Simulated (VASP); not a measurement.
The system is AlGa2.

```
Al Ga
1.0
     4.36541    0.00000    0.00000
    -2.18271    3.78056    0.00000
     0.00000    0.00000    3.13977
Al Ga
1 2
Direct
  0.00000 0.00000 0.50000
  0.33333 0.66667 0.00000
  0.66667 0.33333 0.00000
```

The cell was generated, and may not be a known phase.

```yaml
Program: VASP 6.6.1
Task: relaxation of cell and atoms
Functional: PBE
Potentials_or_basis: VASP PAW PBE potentials, release 64 (Al, Ga_d)
Cutoff: 600 eV
k_mesh: 6 × 6 × 6
Occupations: gaussian, width 0.1 eV
Spin: no spin polarisation
```

At the start: pressure 5.4 GPa; volume 17.27 Å³/atom.

Q: Where does the relaxation end?

A: Over 11 steps the energy falls by 104.1 meV/atom and the volume is 18.16 Å³/atom (+5.1 %); space group P6/mmm (No. 191, to 0.1 Å) before and after.

The path:
```tsv
step	energy change (eV)	largest force (eV/Å)	pressure (GPa)	volume (Å³)
1	0.0000	0.0000	5.39	51.82
2	-0.1412	0.0000	-0.53	56.26
3	-0.1442	0.0000	-3.08	59.15
4	-0.1493	0.0000	-2.35	58.14
5	-0.2488	0.0000	-2.59	57.52
6	-0.1124	0.0000	0.72	55.00
7	-0.2938	0.0000	-1.45	56.60
8	-0.2972	0.0000	-1.89	56.78
9	-0.2968	0.0000	-2.11	56.94
10	-0.2976	0.0000	-1.93	56.85
11	-0.3123	0.0000	0.16	54.49
```

Final structure:
```
CELL_PARAMETERS angstrom
4.68575 0.00000 0.00000
-2.34288 4.05798 0.00000
0.00000 0.00000 2.86542
ATOMIC_POSITIONS crystal
Al 0.00000 0.00000 0.50000
Ga 0.33333 0.66667 0.00000
Ga 0.66667 0.33333 0.00000
```
